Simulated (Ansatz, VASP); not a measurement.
# GaN in VASP and in Ansatz

Contents of INCAR:

```
ALGO = Normal
EDIFF = 1E-6
ENCUT = 600
GGA = PE
GGA_COMPAT = F
ISIF = 2
ISMEAR = 1
LASPH = T
LCHARG = T
LELF = T
LREAL = F
LVHAR = T
LWAVE = F
NBANDS = 16
NELM = 120
PREC = Accurate
SIGMA = 0.011
```

KPOINTS

```
k-points
0
Gamma
  6 6 6
```

The input POSCAR:

```
GaN
1.0
    0.0000000000      2.2535006075      2.2535006075
    2.2535006075      0.0000000000      2.2535006075
    2.2535006075      2.2535006075      0.0000000000
Ga N
1 1
Direct
    0.0000000000      0.0000000000      0.0000000000
    0.7500000000      0.7500000000      0.7500000000
```

Input for Ansatz:

```yaml
crystal:
  lattice:
    - [0.0, 2.2535006075, 2.2535006075]
    - [2.2535006075, 0.0, 2.2535006075]
    - [2.2535006075, 2.2535006075, 0.0]
  atoms:
    - { symbol: Ga, position: [0.0, 0.0, 0.0] }
    - { symbol: "N", position: [0.75, 0.75, 0.75] }
basis:
  ecutwfc: 420
kpoints:
  mp_grid: { grid: [6, 6, 6] }
hamiltonian:
  xc: pbe
scf:
  occupations: { method: cold, width: 0.011 }
  max_iter: 30
  convergence: { dr2_threshold: "1e-10 eV" }
output:
  forces: true
  stress: true
  eigenvalues: true
```

Alike in both runs: task single point; functional PBE; k mesh 6 × 6 × 6; no spin polarisation.

|  | VASP | Ansatz |
| --- | --- | --- |
| version | VASP 6.6.1 | Ansatz 0.2.0 |
| potentials or method | VASP PAW PBE potentials, release 64 (Ga_d, N), cutoff 600 eV | scalar-relativistic, plane waves, PAW |
| occupations | methfessel-paxton of order 1, width 0.011 eV | cold, width 0.011 eV |
| valence electrons in the cell | 18 | 18 |

Ansatz gave:

| Item | Value |
| --- | --- |
| gap on the k mesh at the Fermi level (eV) | 1.71 |
| least direct gap on the mesh (eV) | 1.71 |
| pressure (GPa) | 5.0 |

Problem. What did VASP give for the same quantities?

Solution. gap on the k mesh at the Fermi level (eV): 1.72; least direct gap on the mesh (eV): 1.72; pressure (GPa): 4.9.
